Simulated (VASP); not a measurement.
# As (R-3m) in VASP: further runs, part 2 of 2

VASP 6.6.1. The steps go on from the part before.

**4. Single point, revPBE**

The input, INCAR:

```
SYSTEM = As
PREC = Accurate ; ENCUT = 520
EDIFF = 1E-6 ; ISMEAR = -1
SIGMA = 0.1 ; LREAL = .FALSE.
LASPH = .TRUE. ; NELM = 100
ALGO = Normal ; ISIF = 2
LWAVE = .FALSE. ; LCHARG = .FALSE.
GGA = RE ; NBANDS = 12
```

The input, KPOINTS:

```
Automatic mesh
0
G
  17 17 17
  0 0 0
```

The input, POSCAR:

```
As
1.0
    1.8175123326      1.0493412345      7.0626426763
   -1.8175123326      1.0493412345      7.0626426763
    0.0000000000     -2.0986824689      7.0626426764
As
2
Direct
    0.8005360243      0.8005360243      0.8005360243
    0.1994639757      0.1994639757      0.1994639757
```

Potentials or basis: VASP PAW PBE potentials, release 64 (As).

Launch:

```
> cat potpaw_PBE.64/As/POTCAR > POTCAR
> mpirun -np 1 vasp_std > vasp.out
```

OUTCAR:

```text
SYSTEM = As
   PREC = Accurate
   ENCUT = 520
   EDIFF = 1E-6
   ISMEAR = -1
   LREAL = .FALSE.
   LASPH = .TRUE.
   NELM = 100
   ISIF = 2
   GGA = RE

 ion  position               nearest neighbor table
   1  0.801  0.801  0.801-   2 2.52   2 2.52   2 2.52
   2  0.199  0.199  0.199-   1 2.52   1 2.52   1 2.52

  LATTYP: Found a trigonal (rhomboedric) cell.
 ALAT       =     7.3678619476
 COS(alpha) =     0.8782968641

  Lattice vectors:

 A1 = (   1.8175123326,   1.0493412345,   7.0626426763)
 A2 = (  -1.8175123326,   1.0493412345,   7.0626426763)
 A3 = (   0.0000000000,  -2.0986824689,   7.0626426764)

Analysis of symmetry for initial positions (statically):
=====================================================================
 Subroutine PRICEL returns:
 Original cell was already a primitive cell.

 Routine SETGRP: Setting up the symmetry group for a
 trigonal (rhombohedral) supercell.

 Subroutine GETGRP returns: Found 12 space group operations
 (whereof 12 operations were pure point group operations)
 out of a pool of 12 trial point group operations.

The static configuration has the point symmetry D_3d.

Analysis of symmetry for dynamics (positions and initial velocities):
=====================================================================
 Subroutine PRICEL returns:
 Original cell was already a primitive cell.

 Routine SETGRP: Setting up the symmetry group for a
 trigonal (rhombohedral) supercell.

 Subroutine GETGRP returns: Found 12 space group operations
 (whereof 12 operations were pure point group operations)
 out of a pool of 12 trial point group operations.

The dynamic configuration has the point symmetry D_3d.

 Subroutine INISYM returns: Found 12 space group operations
 (whereof 12 operations are pure point group operations),
 and found     1 'primitive' translations

[... 120 lines left out ...]
   LHFCALC =     F    Hartree Fock is set to
   AEXX    =    0.0000 exact exchange contribution
   IVDW    =     0    specifies the selected vdW correction
   LEPSILON=     F    determine dielectric tensor
   LRPA    =     F    only Hartree local field effects (RPA)
 non-spin polarized calculation
  energy-cutoff  :      520.00
  volume of cell :       80.82
 maximum number of plane-waves:      2211
   NGX = 27   NGY = 27   NGZ = 27

 number of electron      10.0000001 magnetization

 Free energy of the ion-electron system (eV)
  ---------------------------------------------------
  ext. energy  EPLUGINS =         0.00000000
  ---------------------------------------------------
  free energy    TOTEN  =        -8.84224863 eV

  energy without entropy =       -8.84220974  energy(sigma->0) =       -8.84222918

 E-fermi :   0.7199     XC(G=0):  -6.4504

 val. band max:       -0.1279132795   @ k =   0.4706   0.4706   0.4706
 cond. band min:       1.5191091004   @ k =   0.3529   0.0588   0.0588
 fundamental gap:      1.6470223799
 Fermi energy:         0.7199437860

 k-point     1 :       0.0000    0.0000    0.0000
  band No.  band energies     occupation
      1     -13.3908      2.00000
      2      -7.1351      2.00000
      3      -0.6531      2.00000
      4      -0.1282      1.99959
      5      -0.1282      1.99959
      6       1.9090      0.00001
      7       3.3702      0.00000
      8       3.3702      0.00000
      9       5.9701      0.00000
     10       8.5317      0.00000
     11       9.2953      0.00000
     12       9.9412      0.00000
[... 331 lines left out ...]
 k-point    24 :      -0.1176    0.0588    0.0000
  band No.  band energies     occupation
      1     -13.0792      2.00000
      2      -7.1514      2.00000
      3      -2.0351      2.00000
      4      -0.8221      2.00000
      5      -0.5166      1.99999
      6       2.5723      0.00000
      7       3.3810      0.00000
      8       4.2617      0.00000
      9       6.1728      0.00000
     10       8.5122      0.00000
     11       8.8694      0.00000
     12       9.5170      0.00000

 [... further k-points ...]

------------------------ aborting loop because EDIFF is reached ----------------------------------------

  FORCE on cell =-STRESS in cart. coord.  units (eV):
  Direction    XX          YY          ZZ          XY          YZ          ZX
  --------------------------------------------------------------------------------------
  -------------------------------------------------------------------------------------
  Total        0.0781539      0.0781539      0.1325597      0.0000000     -0.0000000      0.0000000
  in kB        1.5493470      1.5493470      2.6279050      0.0000000     -0.0000000      0.0000000
  external PRESSURE =       1.9088664 kB  Pullay stress =       0.0000000 kB

 VOLUME and BASIS-vectors are now :
 -----------------------------------------------------------------------------
  energy-cutoff  :      520.00
  volume of cell :       80.82
      direct lattice vectors                 reciprocal lattice vectors
     1.817512333  1.049341234  7.062642676     0.275101297  0.158829808  0.047196687
    -1.817512333  1.049341234  7.062642676    -0.275101297  0.158829808  0.047196687
     0.000000000 -2.098682469  7.062642676     0.000000000 -0.317659616  0.047196687

 POSITION                                       TOTAL-FORCE (eV/Angst)
 -----------------------------------------------------------------------------------
      0.00000      0.00000     16.96170         0.000000     -0.000000     -0.075749
      0.00000      0.00000      4.22623         0.000000      0.000000      0.075749
 -----------------------------------------------------------------------------------
    total drift:                               -0.000000      0.000000     -0.000000

  FREE ENERGIE OF THE ION-ELECTRON SYSTEM (eV)
  ---------------------------------------------------
  free  energy   TOTEN  =        -8.8422486290 eV

  energy  without entropy=       -8.8422097404  energy(sigma->0) =       -8.84222918
```

Wall time 9.7 min (1 thread of Intel Xeon 6975P-C (Granite Rapids), shared host); peak memory 0.72 GiB.

Results:

- Free energy: -8.8422 eV
- Pressure: 0.2 GPa
- Largest force: 0.076 eV/Å
- Band gap on the k mesh: 1.65 eV (least direct gap 1.83 eV)

Forces in eV/Å, atoms in the order of the input:
```
As   0.000  0.000 -0.076
As   0.000  0.000  0.076
```

Stress tensor (GPa, compression positive):
```
0.15 0.00 0.00
0.00 0.15 0.00
0.00 0.00 0.26
```

Levels at points of the mesh, in eV from the valence-band top:
| k point | band 3 | band 4 | band 5 | band 6 | band 7 | band 8 |
| --- | --- | --- | --- | --- | --- | --- |
| (0.00, 0.00, 0.00) | -0.53 | 0.00 | 0.00 | 2.04 | 3.50 | 3.50 |

Caveat: the PAW data sets were made with another functional, which shifts forces and pressure a little; an odd mesh through Γ misses points on the zone boundary, where band edges can lie.

**5. Overview**

```csv
task,potentials or basis,cell,k mesh,cutoff (eV),gap on the mesh (eV),pressure (GPa),largest force (eV/Å)
single point,"VASP PAW PBE potentials, release 64 (As_d)","a = 7.368 Å, angles 28.6°, 2 atoms, atomic positions A",10 × 10 × 10,600,1.64,0.1,0.02
relaxation of cell and atoms,"VASP PAW PBE potentials, release 64 (As)","relaxed from a = 4.131 Å, angles 54.2°, 2 atoms, atomic positions B",10 × 10 × 10,600,1.57,0.0,-
single point,"VASP PAW PBE potentials, release 64 (As)","a = 7.368 Å, angles 28.6°, 2 atoms, atomic positions A",17 × 17 × 17,520,1.65,0.2,0.08
```

Alike in all rows: level revPBE; no spin polarisation; smearing fermi-dirac 0.1 eV.

Caveats: the PAW data sets were made with another functional, which shifts forces and pressure a little; an odd mesh through Γ misses points on the zone boundary, where band edges can lie (at least some runs).

Absolute energies hang on the potentials; compare differences alone.
